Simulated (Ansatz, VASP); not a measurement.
One calculation of AlGaN2, two programs

```
Al Ga N
1.0
     3.18799    0.00000    0.00000
     0.00000    3.18799    0.00000
     0.00000    0.00000    4.55655
Al Ga N
1 1 2
Direct
  0.50000 0.50000 0.50000
  0.00000 0.00000 0.00000
  0.50000 0.00000 0.73826
  0.00000 0.50000 0.26174
```

Change from the starting cell: strain +0.015 along x and y, +0.030 along z, atoms carried along.

Alike in both runs: task single point; functional LDA; k mesh 8 × 8 × 6; occupations gaussian, width 0.05 eV; no spin polarisation.

|  | VASP | Ansatz |
| --- | --- | --- |
| version | VASP 6.6.1 | Ansatz 0.2.0 |
| potentials or method | VASP PAW LDA potentials, release 64 (Al, Ga_d, N), cutoff 520 eV | scalar-relativistic, plane waves, PAW |
| valence electrons in the cell | 26 | 26 |

VASP gave:

```
gap on the k mesh at the Fermi level (eV)                     : 2.41
least direct gap on the mesh (eV)                             : 2.41
pressure (GPa)                                                : -14.0
traceless stress, the component that is largest in VASP (GPa) : -1.41
rms of the force components (eV/Å)                            : 0.071
```

Q: What did Ansatz give for the same quantities?

A: gap on the k mesh at the Fermi level (eV): 2.40; least direct gap on the mesh (eV): 2.40; pressure (GPa): -14.7; traceless stress, the component that is largest in VASP (GPa): -1.43; rms of the force components (eV/Å): 0.082.

LDA's correlation is that of Perdew and Zunger in VASP and of Perdew and Wang (1992) in Ansatz. Atom by atom the forces differ by 0.011 eV/Å (rms over components).
